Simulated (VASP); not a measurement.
# Ga4AsP3 (P-4m2) in VASP: single point with PBE

Aim: the single point of Ga4AsP3 with PBE.

Program: VASP 6.6.1. These are calculated values, not measurements. Logs are shortened: lines on timing, memory, paths and dates and some standing lists are left out, and cuts for length are marked.

## (1) The cell of the first run

Symmetry: P-4m2, No. 115, tetragonal system. The conventional cell has a = 3.935 Å, b = 3.935 Å, c = 11.130 Å, α = 90.00°, β = 90.00°, γ = 90.00°. Ga (site symmetry 2mm) has 2 P at 2.39 Å and 2 As at 2.46 Å within 3.2 Å. Ga (site symmetry 2mm) has 4 P at 2.39 to 2.40 Å within 3.2 Å. P (site symmetry -4m2) has 4 Ga at 2.39 Å within 3.2 Å. Within 3.2 Å of P (site symmetry 2mm) lie 4 Ga at 2.39 to 2.40 Å. As (site symmetry -4m2) has 4 Ga at 2.46 Å within 3.2 Å.

## (2) Single point, PBE

INCAR reads:

```
  PREC = Accurate
  ENCUT = 520
  EDIFF = 1E-6
  ISMEAR = 0
  SIGMA = 0.02
  LREAL = False
  LASPH = True
  NELM = 60
  ALGO = Normal
  ISIF = 2
  LWAVE = False
  LCHARG = False
  GGA = PE
  NBANDS = 46
```

KPOINTS reads:

```
Automatic mesh
0
Gamma
  8 8 4
```

POSCAR reads:

```
Ga4AsP3
1.0
    3.9346743264      0.0000000000      0.0000000000
    0.0000000000      3.9346743264      0.0000000000
    0.0000000000      0.0000000000     11.1296016310
Ga P As
4 3 1
Direct
    0.5000000000      0.0000000000      0.8679635847
    0.0000000000      0.5000000000      0.6225674064
    0.5000000000      0.0000000000      0.3774325936
    0.0000000000      0.5000000000      0.1320364153
    0.0000000000      0.0000000000      0.5000000000
    0.5000000000      0.5000000000      0.2546579890
    0.5000000000      0.5000000000      0.7453420110
    0.0000000000      0.0000000000      0.0000000000
```

Potentials or basis: VASP PAW PBE potentials, release 64 (Ga_d, P, As).

Command:

```
$ cat potpaw_PBE.64/Ga_d/POTCAR potpaw_PBE.64/P/POTCAR potpaw_PBE.64/As/POTCAR > POTCAR
$ mpirun -np 1 vasp_std > vasp.out
```

OUTCAR:

```text
PREC = Accurate
   ENCUT = 520
   EDIFF = 1E-6
   ISMEAR = 0
   LREAL = False
   LASPH = True
   NELM = 60
   ISIF = 2
   GGA = PE

 ion  position               nearest neighbor table
   1  0.500  0.000  0.868-   7 2.39   7 2.39   8 2.46   8 2.46
   2  0.000  0.500  0.623-   5 2.39   5 2.39   7 2.40   7 2.40
   3  0.500  0.000  0.377-   5 2.39   5 2.39   6 2.40   6 2.40
   4  0.000  0.500  0.132-   6 2.39   6 2.39   8 2.46   8 2.46
   5  0.000  0.000  0.500-   2 2.39   3 2.39   2 2.39   3 2.39
   6  0.500  0.500  0.255-   4 2.39   4 2.39   3 2.40   3 2.40
   7  0.500  0.500  0.745-   1 2.39   1 2.39   2 2.40   2 2.40
   8  0.000  0.000  0.000-   1 2.46   4 2.46   4 2.46   1 2.46

  LATTYP: Found a simple tetragonal cell.
 ALAT       =     3.9346743264
 C/A-ratio  =     2.8285953824

  Lattice vectors:

 A1 = (   3.9346743264,   0.0000000000,   0.0000000000)
 A2 = (   0.0000000000,   3.9346743264,   0.0000000000)
 A3 = (   0.0000000000,   0.0000000000,  11.1296016310)

Analysis of symmetry for initial positions (statically):
=====================================================================
 Subroutine PRICEL returns:
 Original cell was already a primitive cell.

 Routine SETGRP: Setting up the symmetry group for a
 simple tetragonal supercell.

 Subroutine GETGRP returns: Found  8 space group operations
 (whereof  8 operations were pure point group operations)
 out of a pool of 16 trial point group operations.

The static configuration has the point symmetry D_2d.

Analysis of symmetry for dynamics (positions and initial velocities):
=====================================================================
 Subroutine PRICEL returns:
 Original cell was already a primitive cell.

 Routine SETGRP: Setting up the symmetry group for a
 simple tetragonal supercell.

 Subroutine GETGRP returns: Found  8 space group operations
 (whereof  8 operations were pure point group operations)
 out of a pool of 16 trial point group operations.

The dynamic configuration has the point symmetry D_2d.

 Subroutine INISYM returns: Found  8 space group operations
 (whereof  8 operations are pure point group operations),
 and found     1 'primitive' translations

----------------------------------------------------------------------------------------

                                     Primitive cell

  volume of cell :     172.3047

  direct lattice vectors                    reciprocal lattice vectors
     3.934674326  0.000000000  0.000000000     0.254150640  0.000000000  0.000000000
     0.000000000  3.934674326  0.000000000     0.000000000  0.254150640  0.000000000
     0.000000000  0.000000000 11.129601631     0.000000000  0.000000000  0.089850476

  length of vectors
     3.934674326  3.934674326 11.129601631     0.254150640  0.254150640  0.089850476

  position of ions in fractional coordinates (direct lattice)
     0.500000000  0.000000000  0.867963585
     0.000000000  0.500000000  0.622567406
     0.500000000  0.000000000  0.377432594
     0.000000000  0.500000000  0.132036415
     0.000000000  0.000000000  0.500000000
     0.500000000  0.500000000  0.254657989
     0.500000000  0.500000000  0.745342011
     0.000000000  0.000000000  0.000000000

  ion indices of the primitive-cell ions
   primitive index   ion index
                 1           1
                 2           2
                 3           3
                 4           4
                 5           5
                 6           6
                 7           7
                 8           8

----------------------------------------------------------------------------------------

 KPOINTS: Automatic mesh

Automatic generation of k-mesh.
 Grid dimensions read from file:
 generate k-points for:    8    8    4

 Generating k-lattice:

  Cartesian coordinates                     Fractional coordinates (reciprocal lattice)
     0.031768830  0.000000000  0.000000000     0.125000000  0.000000000  0.000000000
     0.000000000  0.031768830  0.000000000     0.000000000  0.125000000  0.000000000
     0.000000000  0.000000000  0.022462619     0.000000000  0.000000000  0.250000000

  Length of vectors
     0.031768830  0.031768830  0.022462619

  Shift w.r.t. Gamma in fractional coordinates (k-lattice)
     0.000000000  0.000000000  0.000000000

 Subroutine IBZKPT returns following result:
 ===========================================

 Found     45 irreducible k-points:

 Following reciprocal coordinates:
            Coordinates               Weight
  0.000000  0.000000  0.000000      1.000000
  0.125000  0.000000  0.000000      4.000000
  0.250000  0.000000  0.000000      4.000000
  0.375000  0.000000  0.000000      4.000000
  0.500000  0.000000  0.000000      2.000000
  0.125000  0.125000  0.000000      4.000000
[... 16 lines left out ...]
  0.375000  0.125000  0.250000     16.000000
  0.500000  0.125000  0.250000      8.000000
 [... further k-points ...]
   k-points           NKPTS =     45   k-points in BZ     NKDIM =     45   number of bands    NBANDS=     46
   number of dos      NEDOS =    301   number of ions     NIONS =      8
   total plane-waves  NPLWV =  75600
   dimension x,y,z NGX =    30 NGY =   30 NGZ =   84
   dimension x,y,z NGXF=    60 NGYF=   60 NGZF=  168
   ions per type =               4   3   1
   NGX,Y,Z   is equivalent  to a cutoff of  12.68, 12.68, 12.55 a.u.
   NGXF,Y,Z  is equivalent  to a cutoff of  25.35, 25.35, 25.09 a.u.
 SYSTEM =  unknown system
   PREC   = accura    normal or accurate (medium, high low for compatibility)
   ISTART =      0    job   : 0-new  1-cont  2-samecut
   ICHARG =      2    charge: 1-file 2-atom 10-const
   ISPIN  =      1    spin polarized calculation?
   LNONCOLLINEAR =      F non collinear calculations
   LSORBIT =      F    spin-orbit coupling
   LASPH  =      T    aspherical Exc in radial PAW
   ENCUT  =  520.0 eV  38.22 Ry    6.18 a.u.   7.32  7.32 20.69*2*pi/ulx,y,z
   NELM   =     60;   NELMIN=  2; NELMDL= -5     # of ELM steps
   EDIFF  = 0.1E-05   stopping-criterion for ELM
   LREAL  =      F    real-space projection
   EDIFFG = 0.1E-04   stopping-criterion for IOM
   NSW    =      0    number of steps for IOM
   IBRION =     -1    ionic relax: 0-MD 1-quasi-New 2-CG
   NFREE  =      0    steps in history (QN), initial steepest desc. (CG)
   ISIF   =      2    stress and relaxation
   ISYM   =      2    0-nonsym 1-usesym 2-fastsym
   POTIM  = 0.5000    time-step for ionic-motion
   TEBEG  =    0.0;   TEEND  =   0.0 temperature during run
   PSTRESS=    0.0 pullay stress
   NELECT =      72.0000    total number of electrons
   NUPDOWN=      -1.0000    fix difference up-down
   EMIN   =  10.00;   EMAX   =-10.00  energy-range for DOS
   EFERMI =   0.00;   METHOD = LEGACY
   ISMEAR =     0;   SIGMA  =   0.02  broadening in eV -4-tet -1-fermi 0-gaus
   EFERMI_NEDOS =   21; number of points for ismear=-14 and -15
   IALGO  =     38    algorithm
   IMIX   =      4    mixing-type and parameters
     AMIX     =   0.40;   BMIX     =  1.00
     AMIX_MAG =   1.60;   BMIX_MAG =  1.00
  volume/ion in A,a.u.               =      21.54       145.35
  Fermi-wavevector in a.u.,A,eV,Ry     =   1.223921  2.312875 20.381279  1.497982
  Thomas-Fermi vector in A             =   2.359014
   LORBIT       =      0    0 simple, 1 ext, 2 COOP (PROOUT), +10 PAW based schemes
   GGA     = PE    functional components
   LHFCALC =     F    Hartree Fock is set to
   AEXX    =    0.0000 exact exchange contribution
   IVDW    =     0    specifies the selected vdW correction
   LEPSILON=     F    determine dielectric tensor
   LRPA    =     F    only Hartree local field effects (RPA)
 non-spin polarized calculation
 Gauss-broadening in eV      SIGMA  =   0.02
  energy-cutoff  :      520.00
  volume of cell :      172.30
 maximum number of plane-waves:      4721
 NGX is ok and might be reduce to    30
   NGX = 15   NGY = 15   NGZ = 41

 number of electron      71.9999958 magnetization

 Free energy of the ion-electron system (eV)
  ---------------------------------------------------
  ext. energy  EPLUGINS =         0.00000000
  ---------------------------------------------------
  free energy    TOTEN  =       -35.60280161 eV

  energy without entropy =      -35.60280161  energy(sigma->0) =      -35.60280161

 E-fermi :   4.2883     XC(G=0):  -9.6173

 val. band max:        4.1613863071   @ k =   0.0000   0.0000   0.0000
 cond. band min:       5.3242030995   @ k =   0.0000   0.0000   0.0000
 fundamental gap:      1.1628167924
 Fermi energy:         4.2883476519

 k-point     1 :       0.0000    0.0000    0.0000
  band No.  band energies     occupation
      1     -10.5496      2.00000
      2     -10.5037      2.00000
      3     -10.4914      2.00000
      4     -10.4528      2.00000
      5     -10.4528      2.00000
      6     -10.4374      2.00000
[... 38 lines left out ...]
     45       7.9772      0.00000
     46       8.0646      0.00000

 k-point     2 :       0.1250    0.0000    0.0000
  band No.  band energies     occupation
      1     -10.5457      2.00000
      2     -10.5031      2.00000
      3     -10.4923      2.00000
      4     -10.4586      2.00000
      5     -10.4512      2.00000
      6     -10.4351      2.00000
[... 38 lines left out ...]
     45       8.0970      0.00000
     46       8.5795      0.00000

 k-point     3 :       0.2500    0.0000    0.0000
  band No.  band energies     occupation
      1     -10.5371      2.00000
      2     -10.5052      2.00000
      3     -10.4976      2.00000
      4     -10.4721      2.00000
      5     -10.4469      2.00000
      6     -10.4351      2.00000
[... 1018 lines left out ...]
     45       9.3760      0.00000
     46       9.7301      0.00000

 k-point    24 :       0.5000    0.1250    0.2500
  band No.  band energies     occupation
      1     -10.5305      2.00000
      2     -10.5203      2.00000
      3     -10.5085      2.00000
      4     -10.4997      2.00000
      5     -10.4344      2.00000
      6     -10.4336      2.00000
[... 38 lines left out ...]
     45       9.3905      0.00000
     46       9.5757      0.00000

 [... further k-points ...]

------------------------ aborting loop because EDIFF is reached ----------------------------------------

  FORCE on cell =-STRESS in cart. coord.  units (eV):
  Direction    XX          YY          ZZ          XY          YZ          ZX
  --------------------------------------------------------------------------------------
  -------------------------------------------------------------------------------------
  Total        0.0430101      0.0430101      0.0510756      0.0000000     -0.0000000      0.0000000
  in kB        0.3999299      0.3999299      0.4749269      0.0000000     -0.0000000      0.0000000
  external PRESSURE =       0.4249289 kB  Pullay stress =       0.0000000 kB

 VOLUME and BASIS-vectors are now :
 -----------------------------------------------------------------------------
  energy-cutoff  :      520.00
  volume of cell :      172.30
      direct lattice vectors                 reciprocal lattice vectors
     3.934674326  0.000000000  0.000000000     0.254150640  0.000000000  0.000000000
     0.000000000  3.934674326  0.000000000     0.000000000  0.254150640  0.000000000
     0.000000000  0.000000000 11.129601631     0.000000000  0.000000000  0.089850476

 POSITION                                       TOTAL-FORCE (eV/Angst)
 -----------------------------------------------------------------------------------
      1.96734      0.00000      9.66009        -0.000000      0.000000     -0.015964
      0.00000      1.96734      6.92893         0.000000     -0.000000     -0.000037
      1.96734      0.00000      4.20067        -0.000000      0.000000      0.000037
      0.00000      1.96734      1.46951        -0.000000      0.000000      0.015964
      0.00000      0.00000      5.56480        -0.000000      0.000000      0.000000
      1.96734      1.96734      2.83424        -0.000000      0.000000      0.000999
      1.96734      1.96734      8.29536        -0.000000     -0.000000     -0.000999
      0.00000      0.00000      0.00000        -0.000000      0.000000      0.000000
 -----------------------------------------------------------------------------------
    total drift:                                0.000000     -0.000000     -0.000000

  FREE ENERGIE OF THE ION-ELECTRON SYSTEM (eV)
  ---------------------------------------------------
  free  energy   TOTEN  =       -35.6028016118 eV

  energy  without entropy=      -35.6028016118  energy(sigma->0) =      -35.60280161
```

It took 3.6 min on 1 thread of Intel Xeon 6975P-C (Granite Rapids), shared host; peak memory 0.44 GiB.

What came out:

| Quantity | Value |
| --- | --- |
| Free energy | -35.6028 eV |
| Pressure | 0.0 GPa |
| Largest force | 0.016 eV/Å |
| Band gap on the k mesh | 1.16 eV |

Forces in eV/Å, atoms in the order of the input:
```
Ga   0.000  0.000 -0.016
Ga   0.000  0.000  0.000
Ga   0.000  0.000  0.000
Ga   0.000  0.000  0.016
P    0.000  0.000  0.000
P    0.000  0.000  0.001
P    0.000  0.000 -0.001
As   0.000  0.000  0.000
```
